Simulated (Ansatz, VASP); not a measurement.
# One calculation of BN, two programs

File INCAR:

```
PREC = Accurate
ENCUT = 520
EDIFF = 1E-7
ISMEAR = 0
SIGMA = 0.05
LREAL = F
LASPH = T
NELM = 60
ALGO = Normal
ISIF = 2
LWAVE = F
LCHARG = F
GGA = PE
NBANDS = 16
```

KPOINTS

```
Automatic mesh
0
Gamma
  12 12 6
```

The input POSCAR:

```
BN
1.0
    2.5539396017      0.0000000000      0.0000000000
   -1.2769698009      2.2117765748      0.0000000000
    0.0000000000      0.0000000000      4.2268550000
B N
2 2
Direct
    0.6350090235      0.2700180469      0.9997240000
    0.3649909765      0.7299819531      0.4997240000
    0.7005760592      0.4011521183      0.6252760000
    0.2994239408      0.5988478817      0.1252760000
```

Input for Ansatz:

```yaml
crystal:
  lattice:
    - [2.5539396017, 0.0, 0.0]
    - [-1.2769698009, 2.2117765748, 0.0]
    - [0.0, 0.0, 4.226855]
  atoms:
    - { symbol: B, position: [0.6350090235, 0.2700180469, 0.999724] }
    - { symbol: B, position: [0.3649909765, 0.7299819531, 0.499724] }
    - { symbol: "N", position: [0.7005760592, 0.4011521183, 0.625276] }
    - { symbol: "N", position: [0.2994239408, 0.5988478817, 0.125276] }
basis:
  ecutwfc: 420
kpoints:
  mp_grid: { grid: [12, 12, 6] }
hamiltonian:
  xc: pbe
scf:
  occupations: { method: gaussian, width: 0.05 }
output:
  forces: true
  stress: true
  eigenvalues: true
```

Change from the starting cell: mode 4 (471.6 1/cm) frozen in, largest displacement -0.150 Å.

Alike in both runs: task single point; functional PBE; k mesh 12 × 12 × 6; occupations gaussian, width 0.05 eV; no spin polarisation.

|  | VASP | Ansatz |
| --- | --- | --- |
| version | VASP 6.6.1 | Ansatz 0.2.0 |
| potentials or method | VASP PAW PBE potentials, release 64 (B, N), cutoff 520 eV | scalar-relativistic, plane waves, PAW |
| valence electrons in the cell | 16 | 16 |

VASP gave:

* gap on the k mesh at the Fermi level (eV): 4.71
* least direct gap on the mesh (eV): 7.78
* pressure (GPa): -0.4
* traceless stress, the component that is largest in VASP (GPa): -9.76
* rms of the force components (eV/Å): 0.848

Q: What did Ansatz give for the same quantities?

A: gap on the k mesh at the Fermi level (eV): 4.72; least direct gap on the mesh (eV): 7.79; pressure (GPa): -0.7; traceless stress, the component that is largest in VASP (GPa): -9.81; rms of the force components (eV/Å): 0.849.

Atom by atom the forces differ by 0.003 eV/Å (rms over components).
